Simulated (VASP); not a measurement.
# KBr (Fm-3m) in VASP: elastic constants with PBEsol

Aim: the elastic constants of KBr with PBEsol.

All numbers are computed with VASP 6.6.1; they aren't measurements. Logs are shortened: lines on timing, memory, paths and dates and some standing lists are left out, and cuts for length are marked.

## (1) The cell of the first run

Symmetry: Fm-3m, No. 225, cubic system. Conventional cell: a = 6.549 Å, b = 6.549 Å, c = 6.549 Å, α = 90.00°, β = 90.00°, γ = 90.00°. K (site symmetry m-3m) has 6 Br at 3.27 Å within 4.3 Å. Br (site symmetry m-3m) has 6 K at 3.27 Å within 4.3 Å.

## (2) Elastic constants, PBEsol

INCAR

```
SYSTEM = KBr
ALGO = Normal
EDIFF = 1E-8
ENCUT = 600
GGA = PS
IBRION = 6
ISIF = 3
ISMEAR = 0
LASPH = .True.
LCHARG = .False.
LREAL = .False.
LWAVE = .False.
NBANDS = 15
NELM = 100
NFREE = 2
NSW = 1
POTIM = 0.015
PREC = Accurate
SIGMA = 0.01
```

KPOINTS

```
k-points
0
Gamma
  6 6 6
  0 0 0
```

POSCAR

```
KBr
1.0
    0.0000000000      3.2745000000      3.2745000000
    3.2745000000      0.0000000000      3.2745000000
    3.2745000000      3.2745000000      0.0000000000
K Br
1 1
Direct
    0.0000000000      0.0000000000      0.0000000000
    0.5000000000      0.5000000000      0.5000000000
```

Potentials or basis: VASP PAW PBE potentials, release 64 (K_sv, Br).

Started as:

```sh
$ cat potpaw_PBE.64/K_sv/POTCAR potpaw_PBE.64/Br/POTCAR > POTCAR
$ mpirun -np 1 vasp_std > vasp.out
```

OUTCAR:

```text
SYSTEM = KBr
   EDIFF = 1E-8
   ENCUT = 600
   GGA = PS
   IBRION = 6
   ISIF = 3
   ISMEAR = 0
   LASPH = .True.
   LREAL = .False.
   NELM = 100
   NFREE = 2
   NSW = 1
   POTIM = 0.015
   PREC = Accurate

 ion  position               nearest neighbor table
   1  0.000  0.000  0.000-   2 3.27   2 3.27   2 3.27   2 3.27   2 3.27   2 3.27
   2  0.500  0.500  0.500-   1 3.27   1 3.27   1 3.27   1 3.27   1 3.27   1 3.27

  LATTYP: Found a face centered cubic cell.
 ALAT       =     6.5490000000

  Lattice vectors:

 A1 = (   0.0000000000,   3.2745000000,   3.2745000000)
 A2 = (   3.2745000000,   0.0000000000,   3.2745000000)
 A3 = (   3.2745000000,   3.2745000000,   0.0000000000)

Analysis of symmetry for initial positions (statically):
=====================================================================
 Subroutine PRICEL returns:
 Original cell was already a primitive cell.

 Routine SETGRP: Setting up the symmetry group for a
 face centered cubic supercell.

 Subroutine GETGRP returns: Found 48 space group operations
 (whereof 48 operations were pure point group operations)
 out of a pool of 48 trial point group operations.

The static configuration has the point symmetry O_h .

Analysis of symmetry for dynamics (positions and initial velocities):
=====================================================================
 Subroutine PRICEL returns:
 Original cell was already a primitive cell.

 Routine SETGRP: Setting up the symmetry group for a
 face centered cubic supercell.

 Subroutine GETGRP returns: Found 48 space group operations
 (whereof 48 operations were pure point group operations)
 out of a pool of 48 trial point group operations.

The dynamic configuration has the point symmetry O_h .

 Subroutine INISYM returns: Found 48 space group operations
 (whereof 48 operations are pure point group operations),
 and found     1 'primitive' translations

----------------------------------------------------------------------------------------

                                     Primitive cell

  volume of cell :      70.2207

  direct lattice vectors                    reciprocal lattice vectors
     0.000000000  3.274500000  3.274500000    -0.152695068  0.152695068  0.152695068
     3.274500000  0.000000000  3.274500000     0.152695068 -0.152695068  0.152695068
     3.274500000  3.274500000  0.000000000     0.152695068  0.152695068 -0.152695068

  length of vectors
     4.630842310  4.630842310  4.630842310     0.264475616  0.264475616  0.264475616

  position of ions in fractional coordinates (direct lattice)
     0.000000000  0.000000000  0.000000000
     0.500000000  0.500000000  0.500000000

  ion indices of the primitive-cell ions
   primitive index   ion index
                 1           1
                 2           2

----------------------------------------------------------------------------------------

 KPOINTS: k-points

Automatic generation of k-mesh.
 Grid dimensions read from file:
 generate k-points for:    6    6    6

 Generating k-lattice:

  Cartesian coordinates                     Fractional coordinates (reciprocal lattice)
    -0.025449178  0.025449178  0.025449178     0.166666667  0.000000000  0.000000000
     0.025449178 -0.025449178  0.025449178     0.000000000  0.166666667  0.000000000
     0.025449178  0.025449178 -0.025449178     0.000000000  0.000000000  0.166666667

  Length of vectors
     0.044079269  0.044079269  0.044079269

  Shift w.r.t. Gamma in fractional coordinates (k-lattice)
     0.000000000  0.000000000  0.000000000

 Subroutine IBZKPT returns following result:
 ===========================================

 Found     16 irreducible k-points:

 Following reciprocal coordinates:
            Coordinates               Weight
  0.000000  0.000000  0.000000      1.000000
  0.166667  0.000000  0.000000      8.000000
  0.333333  0.000000  0.000000      8.000000
  0.500000  0.000000  0.000000      4.000000
  0.166667  0.166667  0.000000      6.000000
  0.333333  0.166667  0.000000     24.000000
[... 8 lines left out ...]
 -0.333333  0.333333  0.166667     24.000000
 -0.333333  0.500000  0.166667     12.000000
   k-points           NKPTS =     16   k-points in BZ     NKDIM =     16   number of bands    NBANDS=     15
   number of dos      NEDOS =    301   number of ions     NIONS =      2
   total plane-waves  NPLWV =  64000
   dimension x,y,z NGX =    40 NGY =   40 NGZ =   40
[... 43 lines left out ...]
   LEPSILON=     F    determine dielectric tensor
   LRPA    =     F    only Hartree local field effects (RPA)
 finite differences with symmetry
 non-spin polarized calculation
 Gauss-broadening in eV      SIGMA  =   0.01
  energy-cutoff  :      600.00
  volume of cell :       70.22
 maximum number of plane-waves:      2397
 NGX is ok and might be reduce to    40
   NGX = 19   NGY = 19   NGZ = 19

--------------------------------------- Ionic step        1  -------------------------------------------

 number of electron      16.0000001 magnetization

 Free energy of the ion-electron system (eV)
  ---------------------------------------------------
  ext. energy  EPLUGINS =         0.00000000
  ---------------------------------------------------
  free energy    TOTEN  =        -6.45990473 eV

  energy without entropy =       -6.45990473  energy(sigma->0) =       -6.45990473

------------------------ aborting loop because EDIFF is reached ----------------------------------------

  FORCE on cell =-STRESS in cart. coord.  units (eV):
  Direction    XX          YY          ZZ          XY          YZ          ZX
  --------------------------------------------------------------------------------------
  -------------------------------------------------------------------------------------
  Total        0.0301688      0.0301688      0.0301688     -0.0000000      0.0000000      0.0000000
  in kB        0.6883401      0.6883401      0.6883401     -0.0000000      0.0000000      0.0000000
  external PRESSURE =       0.6883401 kB  Pullay stress =       0.0000000 kB
[... 89 lines left out ...]
  FREE ENERGIE OF THE ION-ELECTRON SYSTEM (eV)
  ---------------------------------------------------
  free  energy   TOTEN  =        -6.4574600843 eV

  energy  without entropy=       -6.4574600843  energy(sigma->0) =       -6.45746008

[... ionic steps 4 to 14 ...]

--------------------------------------- Ionic step       15  -------------------------------------------

 number of electron      16.0000000 magnetization

------------------------ aborting loop because EDIFF is reached ----------------------------------------
[... 67 lines left out ...]
--------------------------------------- Ionic step       17  -------------------------------------------

 number of electron      16.0000001 magnetization

 Free energy of the ion-electron system (eV)
  ---------------------------------------------------
  ext. energy  EPLUGINS =         0.00000000
  ---------------------------------------------------
  free energy    TOTEN  =        -6.45976640 eV

  energy without entropy =       -6.45976640  energy(sigma->0) =       -6.45976640

 E-fermi :  -1.6084     XC(G=0):  -7.6436

 val. band max:       -1.7338794092   @ k =   0.0000   0.0000   0.0000
 cond. band min:       2.6022251719   @ k =   0.0000   0.0000   0.0000
 fundamental gap:      4.3361045811
 Fermi energy:        -1.6083527564

 k-point     1 :       0.0000    0.0000    0.0000
  band No.  band energies     occupation
      1     -29.2969      2.00000
      2     -14.0701      2.00000
      3     -12.8421      2.00000
      4     -12.8421      2.00000
      5     -12.8421      2.00000
      6      -1.7339      2.00000
      7      -1.7339      2.00000
      8      -1.7339      2.00000
      9       2.6022      0.00000
     10       5.7950      0.00000
     11       5.7951      0.00000
     12       5.7951      0.00000
     13       6.6494      0.00000
     14       6.6498      0.00000
[... 401 lines left out ...]
      2     -14.1083      2.00000
      3     -12.9161      2.00000
      4     -12.8624      2.00000
      5     -12.7235      2.00000
      6      -2.5814      2.00000
      7      -2.3804      2.00000
      8      -2.1031      2.00000
      9       5.1355      0.00000
     10       6.2531      0.00000
     11       6.8196      0.00000
     12       7.3958      0.00000
     13       8.0711      0.00000
     14       8.7420      0.00000
     15       9.7728      0.00000

 [... further k-points ...]

------------------------ aborting loop because EDIFF is reached ----------------------------------------

  FORCE on cell =-STRESS in cart. coord.  units (eV):
  Direction    XX          YY          ZZ          XY          YZ          ZX
  --------------------------------------------------------------------------------------
  -------------------------------------------------------------------------------------
  Total        0.0325272      0.0303813      0.0303813      0.0000000      0.0000000      0.0000000
  in kB        0.7421509      0.6931905      0.6931905      0.0000000      0.0000000      0.0000000
  external PRESSURE =       0.7095106 kB  Pullay stress =       0.0000000 kB
[... 17 lines left out ...]
  FREE ENERGIE OF THE ION-ELECTRON SYSTEM (eV)
  ---------------------------------------------------
  free  energy   TOTEN  =        -6.4597663983 eV

  energy  without entropy=       -6.4597663983  energy(sigma->0) =       -6.45976640

 INTERNAL STRAIN TENSORS FROM STRAINED CELLS
 ============================================

 INTERNAL STRAIN TENSOR FOR ION    1 for displacements in x,y,z  (eV/Angst):
          X           Y           Z          XY          YZ          ZX
  --------------------------------------------------------------------------------
  x     0.00000     0.00000     0.00000    -0.00000     0.00000     0.00000
  y     0.00000    -0.00000    -0.00000     0.00000     0.00000    -0.00000
  z     0.00000    -0.00000     0.00000     0.00000    -0.00000     0.00000

 INTERNAL STRAIN TENSORS FROM DISPLACED ATOMS
 ============================================

 INTERNAL STRAIN TENSOR FOR ION    1 for displacements in x,y,z  (eV/Angst):
          X           Y           Z          XY          YZ          ZX
  --------------------------------------------------------------------------------
  x     0.00000     0.00000     0.00000     0.00000     0.00000     0.00000
  y     0.00000     0.00000     0.00000     0.00000     0.00000     0.00000
  z     0.00000     0.00000     0.00000     0.00000     0.00000     0.00000

 INTERNAL STRAIN TENSOR FOR ION    2 for displacements in x,y,z  (eV/Angst):
          X           Y           Z          XY          YZ          ZX
  --------------------------------------------------------------------------------
  x     0.00000     0.00000     0.00000     0.00000     0.00000     0.00000
  y     0.00000     0.00000     0.00000     0.00000     0.00000     0.00000
  z     0.00000     0.00000     0.00000     0.00000     0.00000     0.00000

 Eigenvectors and eigenvalues of the dynamical matrix
 ----------------------------------------------------

   1 f  =    3.386069 THz    21.275299 2PiTHz  112.947104 cm-1    14.003650 meV
             X         Y         Z           dx          dy          dz
      0.000000  0.000000  0.000000    -0.819442    0.000000    0.000000
      3.274500  3.274500  3.274500     0.573163    0.000000    0.000000
[... 21 lines left out ...]
   6 f/i=    0.000121 THz     0.000763 2PiTHz    0.004052 cm-1     0.000502 meV
             X         Y         Z           dx          dy          dz
      0.000000  0.000000  0.000000     0.000000   -0.573163    0.000000
      3.274500  3.274500  3.274500     0.000000   -0.819442    0.000000

--------------------------------------------------------------------------------------------------------

 ELASTIC MODULI CONTR FROM IONIC RELAXATION (kBar)
 Direction    XX          YY          ZZ          XY          YZ          ZX
 --------------------------------------------------------------------------------
 XX           0.0000      0.0000      0.0000      0.0000      0.0000      0.0000
 YY           0.0000      0.0000      0.0000      0.0000      0.0000      0.0000
 ZZ           0.0000      0.0000      0.0000      0.0000      0.0000      0.0000
 XY           0.0000      0.0000      0.0000      0.0000      0.0000      0.0000
 YZ           0.0000      0.0000      0.0000      0.0000      0.0000      0.0000
 ZX           0.0000      0.0000      0.0000      0.0000      0.0000      0.0000
 --------------------------------------------------------------------------------

 TOTAL ELASTIC MODULI (kBar)
 Direction    XX          YY          ZZ          XY          YZ          ZX
 --------------------------------------------------------------------------------
 XX         376.1280     48.0607     48.0607      0.0000      0.0000     -0.0000
 YY          48.0607    376.1280     48.0607      0.0000      0.0000     -0.0000
 ZZ          48.0607     48.0607    376.1280      0.0000      0.0000     -0.0000
 XY           0.0000      0.0000      0.0000     49.7432      0.0000      0.0000
 YZ           0.0000      0.0000      0.0000      0.0000     49.7432      0.0000
 ZX          -0.0000     -0.0000     -0.0000      0.0000      0.0000     49.7432
 --------------------------------------------------------------------------------
```

Run time: 18 min. Hardware: 1 thread of AMD EPYC 7R13 (Zen 3), shared host; peak memory 0.3 GiB.

Results:

| Quantity | Value |
| --- | --- |
| Elastic constants C11, C12, C44 | 38, 5, 5 GPa |
| Voigt bulk modulus | 16 GPa |
| Highest phonon frequency at Γ, LO-TO splitting left out | 113 cm⁻¹ |

Phonon frequencies in cm⁻¹ (negative: imaginary):
```tsv
q point	frequencies
(0.000, 0.000, 0.000)	0 0 0 113 113 113
```

Elastic tensor in Voigt notation (GPa, in the Cartesian axes of the cell as first typed):
```
38  5  5  0  0  0
 5 38  5  0  0  0
 5  5 38  0  0  0
 0  0  0  5  0  0
 0  0  0  0  5  0
 0  0  0  0  0  5
```

Clamped-ion elastic tensor (GPa):
```
38  5  5  0  0  0
 5 38  5  0  0  0
 5  5 38  0  0  0
 0  0  0  5  0  0
 0  0  0  0  5  0
 0  0  0  0  0  5
```

Caveat: the PAW data sets were made with another functional, which shifts forces and pressure a little.
